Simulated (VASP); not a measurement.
Here is a VASP 6.6.1 calculation.

File INCAR:

```
SYSTEM = NaI
PREC = Accurate
ENCUT = 520
EDIFF = 1E-6
ISMEAR = 0
SIGMA = 0.02
LREAL = .FALSE.
LASPH = .TRUE.
NELM = 60
ALGO = Normal
ISIF = 2
LWAVE = .FALSE.
LCHARG = .TRUE.
GGA = PE
IVDW = 12
LELF = .TRUE.
LVHAR = .TRUE.
NBANDS = 14
```

KPOINTS

```
regular mesh
0
G
  6 6 6
  0 0 0
```

Contents of POSCAR:

```
NaI
1.0
    0.0000000000      3.1782010739      3.1782010739
    3.1782010739      0.0000000000      3.1782010739
    3.1782010739      3.1782010739      0.0000000000
Na I
1 1
Direct
    0.0000000000      0.0000000000      0.0000000000
    0.5000000000      0.5000000000      0.5000000000
```

Potentials or basis: VASP PAW PBE potentials, release 64 (Na_pv, I).

Command:

```console
$ cat potpaw_PBE.64/Na_pv/POTCAR potpaw_PBE.64/I/POTCAR > POTCAR
$ mpirun -np 1 vasp_std > vasp.out
```

Q: What does it give for the dispersion energy per atom?

A: -0.268 eV.

Q: Predict the pressure.

A: 0.1 GPa.

Q: Predict the band gap on the k mesh.

A: 3.79 eV, direct.

Caveat: spin-orbit coupling is left out, which moves the levels of the heavy elements. PBE gaps usually lie below the measured ones, often by a third to a half.
